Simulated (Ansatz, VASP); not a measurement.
One calculation of TePb, two programs

```
Te Pb
1.0
     0.00000    3.22133    3.22133
     3.22133    0.00000    3.22133
     3.22133    3.22133    0.00000
Te Pb
1 1
Direct
  0.50000 0.50000 0.50000
  0.00000 0.00000 0.00000
```

Alike in both runs: functional PBEsol; k mesh 10 × 10 × 10; occupations fermi-dirac, width 0.1 eV; no spin polarisation.

Ansatz relaxed the structure, and its values are those at the end. VASP's run is a single point on that final structure, the one shown.

|  | VASP | Ansatz |
| --- | --- | --- |
| version | VASP 6.6.1 | Ansatz 0.2.0 |
| potentials or method | VASP PAW PBE potentials, release 64 (Te, Pb_d) | PAW with Ansatz's default frozen-core files, scalar-relativistic |
| plane-wave cutoff (eV) | 520 | 420 |
| valence electrons in the cell | 20 | 30 |

```tsv
	VASP	Ansatz	Ansatz less VASP
pressure (GPa)	0.0	0.0	+0.03
```

VASP's potentials were made for PBE, not for PBEsol. VASP's potentials hold 20 valence electrons a cell and Ansatz's 30, so a difference there can come from the potentials and not from the codes.

Spin-orbit coupling is off throughout.
